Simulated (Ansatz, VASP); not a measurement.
**AsS5 in VASP and in Ansatz**

The input INCAR:

```
SYSTEM = AsS5
ALGO     = Normal         ! electronic algorithm
EDIFF    = 1E-6           ! SCF threshold, eV
EDIFFG   = -0.04          ! ionic threshold
ENCUT    = 600            ! plane-wave cutoff, eV
GGA      = PE             ! functional
IBRION   = 2              ! ionic algorithm
ISIF     = 3              ! what is computed and relaxed
ISMEAR   = 0              ! smearing method
LASPH    = .True.         ! aspherical terms in the spheres
LCHARG   = .False.        ! write CHGCAR
LREAL    = .False.        ! projectors in reciprocal space
LWAVE    = .False.        ! write WAVECAR
NELM     = 80             ! most SCF steps
NSW      = 90             ! ionic steps
PREC     = Accurate       ! precision mode
SIGMA    = 0.1            ! smearing width, eV
```

Contents of KPOINTS:

```
k-points
0
Gamma
  6 6 4
  0 0 0
```

File POSCAR:

```
AsS5
1.0
    5.2876301865      0.0000000000      0.0000000000
   -2.6438150932      4.5792220673      0.0000000000
    0.0000000000      0.0000000000      4.4769374266
As S
1 5
Direct
    0.0000000000      0.0000000000      0.0000000000
    0.0000000000      0.7313185078      0.5000000000
    0.7313185078      0.0000000000      0.5000000000
    0.2686814922      0.2686814922      0.5000000000
    0.6666666667      0.3333333333      0.0000000000
    0.3333333333      0.6666666667      0.0000000000
```

Input for Ansatz:

```yaml
crystal:
  lattice:
    - [5.2876301865, 0.0, 0.0]
    - [-2.6438150932, 4.5792220673, 0.0]
    - [0.0, 0.0, 4.4769374266]
  atoms:
    - { symbol: As, position: [0.0, 0.0, 0.0] }
    - { symbol: S, position: [0.0, 0.7313185078, 0.5] }
    - { symbol: S, position: [0.7313185078, 0.0, 0.5] }
    - { symbol: S, position: [0.2686814922, 0.2686814922, 0.5] }
    - { symbol: S, position: [0.6666666667, 0.3333333333, 0.0] }
    - { symbol: S, position: [0.3333333333, 0.6666666667, 0.0] }
basis:
  ecutwfc: 420
kpoints:
  mp_grid: { grid: [6, 6, 4] }
hamiltonian:
  xc: pbe
scf:
  occupations: { method: gaussian, width: 0.1 }
  lower_state_search: "off"
output:
  forces: true
  stress: true
  eigenvalues: true
relax:
  adjacent_minimum: "off"
  f_tol: 0.04
  max_steps: 70
  cell: { stress_tol: 0.4 }
```

Change from the starting cell: species swapped into the Mg5Zn type (P-62m, No. 189).

Alike in both runs: task relaxation of cell and atoms; functional PBE; k mesh 6 × 6 × 4; occupations gaussian, width 0.1 eV; no spin polarisation.

|  | VASP | Ansatz |
| --- | --- | --- |
| version | VASP 6.6.1 | Ansatz 0.2.0 |
| potentials or method | VASP PAW PBE potentials, release 64 (As, S), cutoff 600 eV | scalar-relativistic, plane waves, PAW |
| valence electrons in the cell | 35 | 45 |

|  | VASP | Ansatz | Ansatz less VASP |
| --- | --- | --- | --- |
| gap on the k mesh at the Fermi level, each at its own relaxed structure (eV) | none | none | - |
| relaxed volume (Å³/atom) | 21.87 | 22.26 | +0.385 |
| relaxed length of the cell vector where the two differ most in proportion (Å) | 6.953 | 7.099 | +0.1467 |

A gap of «none» marks a metal or a gap that the smearing closes. VASP's potentials hold 35 valence electrons a cell and Ansatz's 45, so a difference there can come from the potentials and not from the codes.

Noted on VASP's run: the volume moved by over 15 % at a fixed basis, so the end points are rough.
